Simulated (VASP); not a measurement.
Set up this calculation in VASP 6.6.1, as the native input.

- Task: single point
- Functional: LDA
- Potentials or basis: VASP PAW LDA potentials, release 64 (Rh_pv)
- Cutoff: 520 eV
- k mesh: 22 × 22 × 22
- Occupations: gaussian, width 0.15 eV
- Spin: no spin polarisation
- Dipole correction: no
- Further INCAR settings: ALGO = Normal; EDIFF = 1e-06; NBANDS = 14

The structure of Rh lies in POSCAR:

```
Rh
1.0
    0.0000000000      1.9722415157      1.9722415157
    1.9722415157      0.0000000000      1.9722415157
    1.9722415157      1.9722415157      0.0000000000
Rh
1
Direct
    0.0000000000      0.0000000000      0.0000000000
```

These files were run (other wordings do the same):

INCAR

```
PREC = Accurate
ENCUT = 520
EDIFF = 1E-6
ISMEAR = 0
SIGMA = 0.15
LREAL = F
LASPH = T
NELM = 60
ALGO = Normal
ISIF = 2
LWAVE = F
LCHARG = F
GGA = CA
NBANDS = 14
```

KPOINTS

```
regular mesh
0
Gamma
  22 22 22
```

Potentials or basis: VASP PAW LDA potentials, release 64 (Rh_pv).

Launch:

```sh
$ cat potpaw_LDA.64/Rh_pv/POTCAR > POTCAR
$ mpirun -np 1 vasp_std > vasp.out
```

Results of the run:

The pressure is -31.6 GPa and the band gap on the k mesh is zero (an odd number of electrons rules out a gap without spin polarisation).

Caveat: the cell stands under tension.

Run time: 27 s on 1 thread of Intel(R) Xeon(R) Platinum 8559C (Emerald Rapids), with other jobs on the host, peak memory 0.18 GiB.
